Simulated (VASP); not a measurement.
# Cu (P6_3/mmc) in VASP: single point with LDA

Aim: the single point of Cu with LDA.

All numbers are computed with VASP 6.6.1; they aren't measurements. Logs are shortened: lines on timing, memory, paths and dates and some standing lists are left out, and cuts for length are marked.

### Step 1. The cell of the first run

It takes space group P6_3/mmc (No. 194, hexagonal). The conventional cell has a = 2.488 Å, b = 2.488 Å, c = 8.129 Å, α = 90.00°, β = 90.00°, γ = 120.00°. Within 3.3 Å of Cu (site symmetry -3m) lie 12 Cu at 2.49 Å. Within 3.3 Å of Cu (site symmetry -6m2) lie 12 Cu at 2.49 Å.

### Step 2. Single point, LDA

INCAR reads:

```
SYSTEM = Cu
ALGO = Normal
EDIFF = 1E-7
ENCUT = 520
ISIF = 2
ISMEAR = -1
LASPH = .TRUE.
LCHARG = .FALSE.
LREAL = .FALSE.
LWAVE = .FALSE.
NBANDS = 30
NELM = 80
PREC = Accurate
SIGMA = 0.1
```

KPOINTS reads:

```
k-points
0
G
  14 14 4
  0 0 0
```

POSCAR reads:

```
Cu
1.0
    2.4881180135      0.0000000000      0.0000000000
   -1.2440590068      2.1547734073      0.0000000000
    0.0000000000      0.0000000000      8.1293096459
Cu
4
Direct
    0.0000000000      1.0000000000      1.0000000000
    1.0000000000      1.0000000000      0.5000000000
    0.3333333333      0.6666666667      0.2500000000
    0.6666666667      0.3333333333      0.7500000000
```

Potentials or basis: VASP PAW LDA potentials, release 64 (Cu).

Run with:

```
$ cat potpaw_LDA.64/Cu/POTCAR > POTCAR
$ mpirun -np 1 vasp_std > vasp.out
```

OUTCAR:

```text
SYSTEM = Cu
   EDIFF = 1E-7
   ENCUT = 520
   ISIF = 2
   ISMEAR = -1
   LASPH = .TRUE.
   LREAL = .FALSE.
   NELM = 80
   PREC = Accurate

 ion  position               nearest neighbor table
   1  0.000  0.000  0.000-   3 2.49   4 2.49   4 2.49   3 2.49   4 2.49   3 2.49
   2  0.000  0.000  0.500-   3 2.49   4 2.49   4 2.49   3 2.49   4 2.49   3 2.49
   3  0.333  0.667  0.250-   1 2.49   2 2.49   1 2.49   2 2.49   1 2.49   2 2.49
   4  0.667  0.333  0.750-   1 2.49   2 2.49   1 2.49   2 2.49   1 2.49   2 2.49

  LATTYP: Found a hexagonal cell.
 ALAT       =     2.4881180135
 C/A-ratio  =     3.2672524381

  Lattice vectors:

 A1 = (   2.4881180135,   0.0000000000,   0.0000000000)
 A2 = (  -1.2440590068,   2.1547734073,   0.0000000000)
 A3 = (   0.0000000000,   0.0000000000,   8.1293096459)

Analysis of symmetry for initial positions (statically):
=====================================================================
 Subroutine PRICEL returns:
 Original cell was already a primitive cell.

 Routine SETGRP: Setting up the symmetry group for a
 hexagonal supercell.

 Subroutine GETGRP returns: Found 24 space group operations
 (whereof 12 operations were pure point group operations)
 out of a pool of 24 trial point group operations.

The static configuration has the point symmetry D_3d.
 The point group associated with its full space group is D_6h.

Analysis of symmetry for dynamics (positions and initial velocities):
=====================================================================
 Subroutine PRICEL returns:
 Original cell was already a primitive cell.

 Routine SETGRP: Setting up the symmetry group for a
 hexagonal supercell.

 Subroutine GETGRP returns: Found 24 space group operations
 (whereof 12 operations were pure point group operations)
 out of a pool of 24 trial point group operations.

The dynamic configuration has the point symmetry D_3d.
 The point group associated with its full space group is D_6h.

 Subroutine INISYM returns: Found 24 space group operations
 (whereof 12 operations are pure point group operations),
 and found     1 'primitive' translations

----------------------------------------------------------------------------------------

                                     Primitive cell

  volume of cell :      43.5839

  direct lattice vectors                    reciprocal lattice vectors
     2.488118013  0.000000000  0.000000000     0.401910197  0.232042960  0.000000000
    -1.244059007  2.154773407  0.000000000     0.000000000  0.464085920  0.000000000
     0.000000000  0.000000000  8.129309646     0.000000000  0.000000000  0.123011675

  length of vectors
     2.488118013  2.488118014  8.129309646     0.464085920  0.464085920  0.123011675

  position of ions in fractional coordinates (direct lattice)
     0.000000000  0.000000000  0.000000000
     0.000000000  0.000000000  0.500000000
     0.333333333  0.666666667  0.250000000
     0.666666667  0.333333333  0.750000000

  ion indices of the primitive-cell ions
   primitive index   ion index
                 1           1
                 2           2
                 3           3
                 4           4

----------------------------------------------------------------------------------------

 KPOINTS: k-points

Automatic generation of k-mesh.
 Grid dimensions read from file:
 generate k-points for:   14   14    4

 Generating k-lattice:

  Cartesian coordinates                     Fractional coordinates (reciprocal lattice)
     0.028707871  0.016574497  0.000000000     0.071428571  0.000000000  0.000000000
     0.000000000  0.033148994  0.000000000     0.000000000  0.071428571  0.000000000
     0.000000000  0.000000000  0.030752919     0.000000000  0.000000000  0.250000000

  Length of vectors
     0.033148994  0.033148994  0.030752919

  Shift w.r.t. Gamma in fractional coordinates (k-lattice)
     0.000000000  0.000000000  0.000000000

 Subroutine IBZKPT returns following result:
 ===========================================

 Found     72 irreducible k-points:

 Following reciprocal coordinates:
            Coordinates               Weight
  0.000000  0.000000  0.000000      1.000000
  0.071429  0.000000  0.000000      6.000000
  0.142857 -0.000000  0.000000      6.000000
  0.214286 -0.000000  0.000000      6.000000
  0.285714 -0.000000  0.000000      6.000000
  0.357143  0.000000  0.000000      6.000000
[... 16 lines left out ...]
  0.285714  0.285714  0.000000      6.000000
  0.357143  0.285714  0.000000      6.000000
 [... further k-points ...]
   k-points           NKPTS =     72   k-points in BZ     NKDIM =     72   number of bands    NBANDS=     30
   number of dos      NEDOS =    301   number of ions     NIONS =      4
   total plane-waves  NPLWV =  24000
   dimension x,y,z NGX =    20 NGY =   20 NGZ =   60
   dimension x,y,z NGXF=    40 NGYF=   40 NGZF=  120
   ions per type =               4
   NGX,Y,Z   is equivalent  to a cutoff of  13.36, 13.36, 12.27 a.u.
   NGXF,Y,Z  is equivalent  to a cutoff of  26.73, 26.73, 24.54 a.u.
 SYSTEM =  Cu
   PREC   = accura    normal or accurate (medium, high low for compatibility)
   ISTART =      0    job   : 0-new  1-cont  2-samecut
   ICHARG =      2    charge: 1-file 2-atom 10-const
   ISPIN  =      1    spin polarized calculation?
   LNONCOLLINEAR =      F non collinear calculations
   LSORBIT =      F    spin-orbit coupling
   LASPH  =      T    aspherical Exc in radial PAW
   ENCUT  =  520.0 eV  38.22 Ry    6.18 a.u.   4.63  4.63 15.12*2*pi/ulx,y,z
   NELM   =     80;   NELMIN=  2; NELMDL= -5     # of ELM steps
   EDIFF  = 0.1E-06   stopping-criterion for ELM
   LREAL  =      F    real-space projection
   EDIFFG = 0.1E-05   stopping-criterion for IOM
   NSW    =      0    number of steps for IOM
   IBRION =     -1    ionic relax: 0-MD 1-quasi-New 2-CG
   NFREE  =      0    steps in history (QN), initial steepest desc. (CG)
   ISIF   =      2    stress and relaxation
   ISYM   =      2    0-nonsym 1-usesym 2-fastsym
   POTIM  = 0.5000    time-step for ionic-motion
   TEBEG  =    0.0;   TEEND  =   0.0 temperature during run
   PSTRESS=    0.0 pullay stress
   NELECT =      44.0000    total number of electrons
   NUPDOWN=      -1.0000    fix difference up-down
   EMIN   =  10.00;   EMAX   =-10.00  energy-range for DOS
   EFERMI =   0.00;   METHOD = LEGACY
   ISMEAR =    -1;   SIGMA  =   0.10  broadening in eV -4-tet -1-fermi 0-gaus
   EFERMI_NEDOS =   21; number of points for ismear=-14 and -15
   IALGO  =     38    algorithm
   IMIX   =      4    mixing-type and parameters
     AMIX     =   0.40;   BMIX     =  1.00
     AMIX_MAG =   1.60;   BMIX_MAG =  1.00
  volume/ion in A,a.u.               =      10.90        73.53
  Fermi-wavevector in a.u.,A,eV,Ry     =   1.642292  3.103481 36.696575  2.697122
  Thomas-Fermi vector in A             =   2.732619
   LORBIT       =      0    0 simple, 1 ext, 2 COOP (PROOUT), +10 PAW based schemes
   GGA     = CA    functional components
   LHFCALC =     F    Hartree Fock is set to
   AEXX    =    0.0000 exact exchange contribution
   IVDW    =     0    specifies the selected vdW correction
   LEPSILON=     F    determine dielectric tensor
   LRPA    =     F    only Hartree local field effects (RPA)
 non-spin polarized calculation
  energy-cutoff  :      520.00
  volume of cell :       43.58
 maximum number of plane-waves:      1196
 NGX is ok and might be reduce to    20
   NGX =  9   NGY =  9   NGZ = 31

 number of electron      43.9999989 magnetization

 Free energy of the ion-electron system (eV)
  ---------------------------------------------------
  ext. energy  EPLUGINS =         0.00000000
  ---------------------------------------------------
  free energy    TOTEN  =       -18.82544979 eV

  energy without entropy =      -18.78130715  energy(sigma->0) =      -18.80337847

 E-fermi :   8.3400     XC(G=0): -13.5804

 val. band max:        8.2806569459   @ k =   0.2857   0.2143   0.5000
 cond. band min:       8.3556467235   @ k =   0.4286  -0.0000   0.0000
 fundamental gap:      0.0749897775
 Fermi energy:         8.3399820521

 k-point     1 :       0.0000    0.0000    0.0000
  band No.  band energies     occupation
      1      -1.5861      2.00000
      2       0.6394      2.00000
      3       0.6491      2.00000
      4       2.7942      2.00000
      5       4.7751      2.00000
      6       4.7781      2.00000
[... 22 lines left out ...]
     29      31.0143      0.00000
     30      31.3886      0.00000

 k-point     2 :       0.0714    0.0000    0.0000
  band No.  band energies     occupation
      1      -1.4111      2.00000
      2       0.7948      2.00000
      3       0.8043      2.00000
      4       2.8999      2.00000
      5       4.6847      2.00000
      6       4.7337      2.00000
[... 22 lines left out ...]
     29      29.6242      0.00000
     30      29.6540      0.00000

 k-point     3 :       0.1429   -0.0000    0.0000
  band No.  band energies     occupation
      1      -0.8954      2.00000
      2       1.2391      2.00000
      3       1.2480      2.00000
      4       3.1844      2.00000
      5       4.5060      2.00000
      6       4.6257      2.00000
[... 22 lines left out ...]
     29      26.5276      0.00000
     30      26.5565      0.00000

 k-point     4 :       0.2143   -0.0000    0.0000
  band No.  band energies     occupation
      1      -0.0724      2.00000
      2       1.8868      2.00000
      3       1.8946      2.00000
      4       3.5266      2.00000
      5       4.3474      2.00000
      6       4.4413      2.00000
[... 22 lines left out ...]
     29      23.1928      0.00000
     30      23.5135      0.00000

 k-point     5 :       0.2857   -0.0000    0.0000
  band No.  band energies     occupation
      1       0.9777      2.00000
      2       2.5250      2.00000
      3       2.5336      2.00000
      4       3.6825      2.00000
      5       4.1615      2.00000
      6       4.2689      2.00000
[... 22 lines left out ...]
     29      23.4983      0.00000
     30      23.6359      0.00000
[... 526 lines left out ...]
     29      17.2847      0.00000
     30      18.8137      0.00000

 k-point    22 :       0.3571    0.2143    0.0000
  band No.  band energies     occupation
      1       3.4316      2.00000
      2       3.4775      2.00000
      3       3.7882      2.00000
      4       3.9315      2.00000
      5       4.0545      2.00000
      6       4.0928      2.00000
[... 22 lines left out ...]
     29      17.8769      0.00000
     30      18.4975      0.00000

 k-point    23 :       0.2857    0.2857    0.0000
  band No.  band energies     occupation
      1       3.7277      2.00000
      2       3.7393      2.00000
      3       3.7534      2.00000
      4       3.8434      2.00000
      5       4.0309      2.00000
      6       4.0569      2.00000
[... 22 lines left out ...]
     29      16.7215      0.00000
     30      18.0660      0.00000

 k-point    24 :       0.3571    0.2857    0.0000
  band No.  band energies     occupation
      1       3.7797      2.00000
      2       3.7832      2.00000
      3       3.9495      2.00000
      4       4.0235      2.00000
      5       4.0822      2.00000
      6       4.0970      2.00000
[... 22 lines left out ...]
     29      16.2902      0.00000
     30      19.4189      0.00000

 [... further k-points ...]

------------------------ aborting loop because EDIFF is reached ----------------------------------------

  FORCE on cell =-STRESS in cart. coord.  units (eV):
  Direction    XX          YY          ZZ          XY          YZ          ZX
  --------------------------------------------------------------------------------------
  -------------------------------------------------------------------------------------
  Total        0.2508306      0.2508306      0.2323907     -0.0000000     -0.0000000     -0.0000000
  in kB        9.2207213      9.2207213      8.5428556     -0.0000000     -0.0000000     -0.0000000
  external PRESSURE =       8.9947661 kB  Pullay stress =       0.0000000 kB

 VOLUME and BASIS-vectors are now :
 -----------------------------------------------------------------------------
  energy-cutoff  :      520.00
  volume of cell :       43.58
      direct lattice vectors                 reciprocal lattice vectors
     2.488118013  0.000000000  0.000000000     0.401910197  0.232042960  0.000000000
    -1.244059007  2.154773407  0.000000000     0.000000000  0.464085920  0.000000000
     0.000000000  0.000000000  8.129309646     0.000000000  0.000000000  0.123011675

 POSITION                                       TOTAL-FORCE (eV/Angst)
 -----------------------------------------------------------------------------------
      0.00000      0.00000      0.00000         0.000000      0.000000     -0.000000
      0.00000      0.00000      4.06465         0.000000      0.000000     -0.000000
     -0.00000      1.43652      2.03233        -0.000000      0.000000     -0.000000
      1.24406      0.71826      6.09698         0.000000     -0.000000      0.000000
 -----------------------------------------------------------------------------------
    total drift:                                0.000000     -0.000000      0.000000

  FREE ENERGIE OF THE ION-ELECTRON SYSTEM (eV)
  ---------------------------------------------------
  free  energy   TOTEN  =       -18.8254497892 eV

  energy  without entropy=      -18.7813071514  energy(sigma->0) =      -18.80337847
```

Run time: 93 s. Hardware: 1 thread of Intel Xeon Platinum 8488C (Sapphire Rapids), shared host; peak memory 0.19 GiB.

What came out:

| Property | Result |
| --- | --- |
| Free energy | -18.8254 eV |
| Pressure | 0.9 GPa |
| Band gap on the k mesh | zero (band 22 reaches 11.36 eV, above the bottom of band 23 at 6.47 eV) |
